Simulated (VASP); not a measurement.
Write the native input for VASP 6.6.1 that does the following.

```
Task                   : single point
Functional             : PBE
Potentials or basis    : VASP PAW PBE potentials, release 64 (K_sv, I)
Cutoff                 : 520 eV
k mesh                 : 6 × 6 × 6
Occupations            : gaussian, width 0.05 eV
Spin                   : no spin polarisation
Dipole correction      : no
Further INCAR settings : ALGO = Normal; EDIFF = 1e-06; NBANDS = 15
```

The structure of KI lies in POSCAR:

```
KI
1.0
    0.0000000000      3.4438328306      3.5873258652
    3.4438328306      0.0000000000      3.5873258652
    3.4438328306      3.4438328306      0.0000000000
K I
1 1
Direct
   -0.0177848354     -0.0177848354      0.0177848354
    0.5054793722      0.5054793722      0.4945206278
```

These files were run (other wordings do the same):

INCAR

```
SYSTEM = KI
PREC = Accurate
ENCUT = 520
EDIFF = 1E-6
ISMEAR = 0
SIGMA = 0.05
LREAL = .False.
LASPH = .True.
NELM = 60
ALGO = Normal
ISIF = 2
LWAVE = .False.
LCHARG = .True.
GGA = PE
LELF = .True.
LVHAR = .True.
NBANDS = 15
```

KPOINTS

```
Automatic mesh
0
Gamma
  6 6 6
  0 0 0
```

Potentials or basis: VASP PAW PBE potentials, release 64 (K_sv, I).

Run with:

```bash
$ cat potpaw_PBE.64/K_sv/POTCAR potpaw_PBE.64/I/POTCAR > POTCAR
$ mpirun -np 1 vasp_std > vasp.out
```

Results of the run:

The pressure is 1.3 GPa. The largest force is 0.140 eV/Å and the band gap on the k mesh is 4.05 eV, direct.

Caveat: spin-orbit coupling is left out, which moves the levels of the heavy elements.

Wall time 45 s on 1 thread of AMD EPYC 7R13 Processor (Zen 3) (shared host), peak memory 0.21 GiB.
